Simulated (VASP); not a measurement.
# Si (Fd-3m) in VASP: notebook

Aim: see how the results for Si move with the level of theory and the settings. Levels: PBE, r2SCAN. Tasks: single point.

Everything below comes from runs of VASP 6.6.1. Logs are shortened: lines on timing, memory, paths and dates and some standing lists are left out, and cuts for length are marked.

## (1) The cell of the first run

The structure is cubic, space group Fd-3m (No. 227). The conventional cell has a = 5.577 Å, b = 5.577 Å, c = 5.577 Å, α = 90.00°, β = 90.00°, γ = 90.00°. Si (site symmetry -43m) has 4 Si at 2.42 Å within 3.2 Å.

## (2) Single point, PBE (volume changed by +6%)

File INCAR:

```
SYSTEM = Si
PREC = Accurate
ENCUT = 520
EDIFF = 1E-6
ISMEAR = 0
SIGMA = 0.01
LREAL = .FALSE.
LASPH = .TRUE.
NELM = 60
ALGO = Normal
ISIF = 2
LWAVE = .FALSE.
LCHARG = .FALSE.
GGA = PE
NBANDS = 11
```

File KPOINTS:

```
regular mesh
0
G
  6 6 6
  0 0 0
```

File POSCAR:

```
Si
1.0
    0.0000000000      2.7886888122      2.7886888122
    2.7886888122      0.0000000000      2.7886888122
    2.7886888122      2.7886888122      0.0000000000
Si
2
Direct
    0.2500000000      0.2500000000      0.2500000000
    0.0000000000      0.0000000000      0.0000000000
```

Potentials or basis: VASP PAW PBE potentials, release 64 (Si).

Started as:

```console
cat potpaw_PBE.64/Si/POTCAR > POTCAR
mpirun -np 1 vasp_std > vasp.out
```

OUTCAR:

```text
SYSTEM = Si
   PREC = Accurate
   ENCUT = 520
   EDIFF = 1E-6
   ISMEAR = 0
   LREAL = .FALSE.
   LASPH = .TRUE.
   NELM = 60
   ISIF = 2
   GGA = PE

 ion  position               nearest neighbor table
   1  0.250  0.250  0.250-   2 2.42   2 2.42   2 2.42   2 2.42
   2  0.000  0.000  0.000-   1 2.42   1 2.42   1 2.42   1 2.42

  LATTYP: Found a face centered cubic cell.
 ALAT       =     5.5773776244

  Lattice vectors:

 A1 = (   0.0000000000,   2.7886888122,   2.7886888122)
 A2 = (   2.7886888122,   0.0000000000,   2.7886888122)
 A3 = (   2.7886888122,   2.7886888122,   0.0000000000)

Analysis of symmetry for initial positions (statically):
=====================================================================
 Subroutine PRICEL returns:
 Original cell was already a primitive cell.

 Routine SETGRP: Setting up the symmetry group for a
 face centered cubic supercell.

 Subroutine GETGRP returns: Found 48 space group operations
 (whereof 24 operations were pure point group operations)
 out of a pool of 48 trial point group operations.

The static configuration has the point symmetry T_d .
 The point group associated with its full space group is O_h .

Analysis of symmetry for dynamics (positions and initial velocities):
=====================================================================
 Subroutine PRICEL returns:
 Original cell was already a primitive cell.

 Routine SETGRP: Setting up the symmetry group for a
 face centered cubic supercell.

 Subroutine GETGRP returns: Found 48 space group operations
 (whereof 24 operations were pure point group operations)
 out of a pool of 48 trial point group operations.

The dynamic configuration has the point symmetry T_d .
 The point group associated with its full space group is O_h .

 Subroutine INISYM returns: Found 48 space group operations
 (whereof 24 operations are pure point group operations),
 and found     1 'primitive' translations

----------------------------------------------------------------------------------------

                                     Primitive cell

  volume of cell :      43.3741

  direct lattice vectors                    reciprocal lattice vectors
     0.000000000  2.788688812  2.788688812    -0.179295731  0.179295731  0.179295731
     2.788688812  0.000000000  2.788688812     0.179295731 -0.179295731  0.179295731
     2.788688812  2.788688812  0.000000000     0.179295731  0.179295731 -0.179295731

  length of vectors
     3.943801539  3.943801539  3.943801539     0.310549316  0.310549316  0.310549316

  position of ions in fractional coordinates (direct lattice)
     0.250000000  0.250000000  0.250000000
     0.000000000  0.000000000  0.000000000

  ion indices of the primitive-cell ions
   primitive index   ion index
                 1           1
                 2           2

----------------------------------------------------------------------------------------

 KPOINTS: regular mesh

Automatic generation of k-mesh.
 Grid dimensions read from file:
 generate k-points for:    6    6    6

 Generating k-lattice:

  Cartesian coordinates                     Fractional coordinates (reciprocal lattice)
    -0.029882622  0.029882622  0.029882622     0.166666667  0.000000000  0.000000000
     0.029882622 -0.029882622  0.029882622     0.000000000  0.166666667  0.000000000
     0.029882622  0.029882622 -0.029882622     0.000000000  0.000000000  0.166666667

  Length of vectors
     0.051758219  0.051758219  0.051758219

  Shift w.r.t. Gamma in fractional coordinates (k-lattice)
     0.000000000  0.000000000  0.000000000

 Subroutine IBZKPT returns following result:
 ===========================================

 Found     16 irreducible k-points:

 Following reciprocal coordinates:
            Coordinates               Weight
  0.000000  0.000000  0.000000      1.000000
  0.166667  0.000000  0.000000      8.000000
  0.333333  0.000000  0.000000      8.000000
  0.500000  0.000000  0.000000      4.000000
  0.166667  0.166667  0.000000      6.000000
  0.333333  0.166667  0.000000     24.000000
[... 8 lines left out ...]
 -0.333333  0.333333  0.166667     24.000000
 -0.333333  0.500000  0.166667     12.000000
   k-points           NKPTS =     16   k-points in BZ     NKDIM =     16   number of bands    NBANDS=     11
   number of dos      NEDOS =    301   number of ions     NIONS =      2
   total plane-waves  NPLWV =  27000
   dimension x,y,z NGX =    30 NGY =   30 NGZ =   30
   dimension x,y,z NGXF=    60 NGYF=   60 NGZF=   60
   ions per type =               2
   NGX,Y,Z   is equivalent  to a cutoff of  12.65, 12.65, 12.65 a.u.
   NGXF,Y,Z  is equivalent  to a cutoff of  25.29, 25.29, 25.29 a.u.
 SYSTEM =  Si
   PREC   = accura    normal or accurate (medium, high low for compatibility)
   ISTART =      0    job   : 0-new  1-cont  2-samecut
   ICHARG =      2    charge: 1-file 2-atom 10-const
   ISPIN  =      1    spin polarized calculation?
   LNONCOLLINEAR =      F non collinear calculations
   LSORBIT =      F    spin-orbit coupling
   LASPH  =      T    aspherical Exc in radial PAW
   ENCUT  =  520.0 eV  38.22 Ry    6.18 a.u.   7.33  7.33  7.33*2*pi/ulx,y,z
   NELM   =     60;   NELMIN=  2; NELMDL= -5     # of ELM steps
   EDIFF  = 0.1E-05   stopping-criterion for ELM
   LREAL  =      F    real-space projection
   EDIFFG = 0.1E-04   stopping-criterion for IOM
   NSW    =      0    number of steps for IOM
   IBRION =     -1    ionic relax: 0-MD 1-quasi-New 2-CG
   NFREE  =      0    steps in history (QN), initial steepest desc. (CG)
   ISIF   =      2    stress and relaxation
   ISYM   =      2    0-nonsym 1-usesym 2-fastsym
   POTIM  = 0.5000    time-step for ionic-motion
   TEBEG  =    0.0;   TEEND  =   0.0 temperature during run
   PSTRESS=    0.0 pullay stress
   NELECT =       8.0000    total number of electrons
   NUPDOWN=      -1.0000    fix difference up-down
   EMIN   =  10.00;   EMAX   =-10.00  energy-range for DOS
   EFERMI =   0.00;   METHOD = LEGACY
   ISMEAR =     0;   SIGMA  =   0.01  broadening in eV -4-tet -1-fermi 0-gaus
   EFERMI_NEDOS =   21; number of points for ismear=-14 and -15
   IALGO  =     38    algorithm
   IMIX   =      4    mixing-type and parameters
     AMIX     =   0.40;   BMIX     =  1.00
     AMIX_MAG =   1.60;   BMIX_MAG =  1.00
  volume/ion in A,a.u.               =      21.69       146.35
  Fermi-wavevector in a.u.,A,eV,Ry     =   0.931883  1.761004 11.815383  0.868406
  Thomas-Fermi vector in A             =   2.058423
   LORBIT       =      0    0 simple, 1 ext, 2 COOP (PROOUT), +10 PAW based schemes
   GGA     = PE    functional components
   LHFCALC =     F    Hartree Fock is set to
   AEXX    =    0.0000 exact exchange contribution
   IVDW    =     0    specifies the selected vdW correction
   LEPSILON=     F    determine dielectric tensor
   LRPA    =     F    only Hartree local field effects (RPA)
 non-spin polarized calculation
 Gauss-broadening in eV      SIGMA  =   0.01
  energy-cutoff  :      520.00
  volume of cell :       43.37
 maximum number of plane-waves:      1211
 NGX is ok and might be reduce to    30
   NGX = 15   NGY = 15   NGZ = 15

 number of electron       7.9999999 magnetization

 Free energy of the ion-electron system (eV)
  ---------------------------------------------------
  ext. energy  EPLUGINS =         0.00000000
  ---------------------------------------------------
  free energy    TOTEN  =       -10.78931610 eV

  energy without entropy =      -10.78931610  energy(sigma->0) =      -10.78931610

 E-fermi :   5.1641     XC(G=0):  -9.0940

 val. band max:        5.0535906424   @ k =   0.0000   0.0000   0.0000
 cond. band min:       5.8874975787   @ k =   0.3333   0.3333   0.0000
 fundamental gap:      0.8339069363
 Fermi energy:         5.1640503973

 k-point     1 :       0.0000    0.0000    0.0000
  band No.  band energies     occupation
      1      -6.3742      2.00000
      2       5.0536      2.00000
      3       5.0536      2.00000
      4       5.0536      2.00000
      5       7.5311      0.00000
      6       7.5796      0.00000
      7       7.5796      0.00000
      8       7.5796      0.00000
      9      12.7061      0.00000
     10      12.7250      0.00000
     11      12.7250      0.00000

 k-point     2 :       0.1667    0.0000    0.0000
  band No.  band energies     occupation
      1      -6.0375      2.00000
      2       2.7222      2.00000
      3       4.6367      2.00000
      4       4.6367      2.00000
      5       7.1283      0.00000
      6       8.1837      0.00000
      7       8.1837      0.00000
      8       9.8644      0.00000
      9      12.1299      0.00000
     10      12.1299      0.00000
     11      13.8056      0.00000

 k-point     3 :       0.3333    0.0000    0.0000
  band No.  band energies     occupation
      1      -5.0974      2.00000
      2      -0.0564      2.00000
      3       4.1161      2.00000
      4       4.1161      2.00000
      5       6.5373      0.00000
      6       8.5341      0.00000
      7       8.5341      0.00000
      8      12.5395      0.00000
      9      12.9191      0.00000
     10      12.9191      0.00000
     11      13.7029      0.00000
[... 155 lines left out ...]
 k-point    15 :      -0.3333    0.3333    0.1667
  band No.  band energies     occupation
      1      -3.3536      2.00000
      2      -1.5694      2.00000
      3       1.3517      2.00000
      4       2.5220      2.00000
      5       8.4378      0.00000
      6       8.4425      0.00000
      7      10.9739      0.00000
      8      11.2543      0.00000
      9      12.2896      0.00000
     10      15.7172      0.00000
     11      16.4450      0.00000

 k-point    16 :      -0.3333    0.5000    0.1667
  band No.  band energies     occupation
      1      -2.4176      2.00000
      2      -2.4176      2.00000
      3       1.7128      2.00000
      4       1.7128      2.00000
      5       7.8009      0.00000
      6       7.8009      0.00000
      7      11.5185      0.00000
      8      11.5185      0.00000
      9      15.1475      0.00000
     10      15.1475      0.00000
     11      17.3918      0.00000

------------------------ aborting loop because EDIFF is reached ----------------------------------------

  FORCE on cell =-STRESS in cart. coord.  units (eV):
  Direction    XX          YY          ZZ          XY          YZ          ZX
  --------------------------------------------------------------------------------------
  -------------------------------------------------------------------------------------
  Total       -1.2433858     -1.2433858     -1.2433858     -0.0000000      0.0000000     -0.0000000
  in kB      -45.9289300    -45.9289300    -45.9289300     -0.0000000      0.0000000     -0.0000000
  external PRESSURE =     -45.9289300 kB  Pullay stress =       0.0000000 kB

 VOLUME and BASIS-vectors are now :
 -----------------------------------------------------------------------------
  energy-cutoff  :      520.00
  volume of cell :       43.37
      direct lattice vectors                 reciprocal lattice vectors
     0.000000000  2.788688812  2.788688812    -0.179295731  0.179295731  0.179295731
     2.788688812  0.000000000  2.788688812     0.179295731 -0.179295731  0.179295731
     2.788688812  2.788688812  0.000000000     0.179295731  0.179295731 -0.179295731

 POSITION                                       TOTAL-FORCE (eV/Angst)
 -----------------------------------------------------------------------------------
      1.39434      1.39434      1.39434         0.000000      0.000000      0.000000
      0.00000      0.00000      0.00000        -0.000000     -0.000000     -0.000000
 -----------------------------------------------------------------------------------
    total drift:                               -0.000000     -0.000000     -0.000000

  FREE ENERGIE OF THE ION-ELECTRON SYSTEM (eV)
  ---------------------------------------------------
  free  energy   TOTEN  =       -10.7893160997 eV

  energy  without entropy=      -10.7893160997  energy(sigma->0) =      -10.78931610
```

Run time: 9.3 s. Hardware: 1 thread of Intel Xeon Platinum 8259CL at 2.50GHz (Skylake/Cascade Lake), shared host; peak memory 0.15 GiB.

What came out:

```yaml
Free_energy: -10.7893 eV
Pressure: -4.6 GPa
Band_gap_on_the_k_mesh: 0.83 eV, indirect (least direct gap 2.39 eV)
```

Levels at points of the mesh, in eV from the valence-band top:
```tsv
k point	band 1	band 2	band 3	band 4	band 5	band 6	band 7	band 8	band 9
(0.00, 0.00, 0.00)	-11.43	0.00	0.00	0.00	2.48	2.53	2.53	2.53	7.65
(0.50, 0.00, 0.00)	-9.29	-6.61	-1.13	-1.13	1.26	3.36	3.36	7.62	10.34
(0.50, 0.50, 0.00)	-7.57	-7.57	-2.65	-2.65	0.85	0.85	9.44	9.44	10.72
```

## (3) Single point, r2SCAN (volume changed by -6%)

File POSCAR:

```
Si
1.0
    0.0000000000      2.6665506816      2.6665506816
    2.6665506816      0.0000000000      2.6665506816
    2.6665506816      2.6665506816      0.0000000000
Si
2
Direct
    0.2500000000      0.2500000000      0.2500000000
    0.0000000000      0.0000000000      0.0000000000
```

File INCAR.step1:

```
PREC = Accurate
ENCUT = 520
ISMEAR = 0
SIGMA = 0.01
LREAL = False
LASPH = True
NELM = 80
NBANDS = 11
GGA = PE
ALGO = Normal
EDIFF = 1E-4
LWAVE = True
LCHARG = False
```

File INCAR.step2:

```
PREC = Accurate
ENCUT = 520
EDIFF = 1E-6
ISMEAR = 0
SIGMA = 0.01
LREAL = False
LASPH = True
NELM = 80
ALGO = Normal
ISIF = 2
LWAVE = False
LCHARG = False
METAGGA = R2SCAN
LMIXTAU = True
NBANDS = 11
ISTART = 1
```

File KPOINTS:

```
Automatic mesh
0
Gamma
  6 6 6
```

Potentials or basis: VASP PAW PBE potentials, release 64 (Si).

Started as:

```console
cat potpaw_PBE.64/Si/POTCAR > POTCAR
cp INCAR.step1 INCAR
mpirun -np 1 vasp_std > vasp.out
cp INCAR.step2 INCAR
mpirun -np 1 vasp_std > vasp.out
```

Run time: 33 s. Hardware: 1 thread of Intel Xeon Platinum 8259CL at 2.50GHz (Skylake/Cascade Lake), shared host; peak memory 0.14 GiB.

The run converged. Its results:

```
Free energy            : -17.4827 eV
Pressure               : 6.7 GPa
Band gap on the k mesh : 0.81 eV, indirect (least direct gap 2.78 eV)
```

Levels at points of the mesh, in eV from the valence-band top:
```csv
k point,band 2,band 3,band 4,band 5,band 6,band 7
"(0.00, 0.00, 0.00)",0.00,0.00,0.00,2.78,2.78,2.78
"(0.50, 0.00, 0.00)",-7.54,-1.32,-1.32,2.09,3.55,3.55
"(0.50, 0.50, 0.00)",-8.35,-3.17,-3.17,0.81,0.81,11.39
```

Caveat: the PAW data sets were made with another functional, which shifts forces and pressure a little.
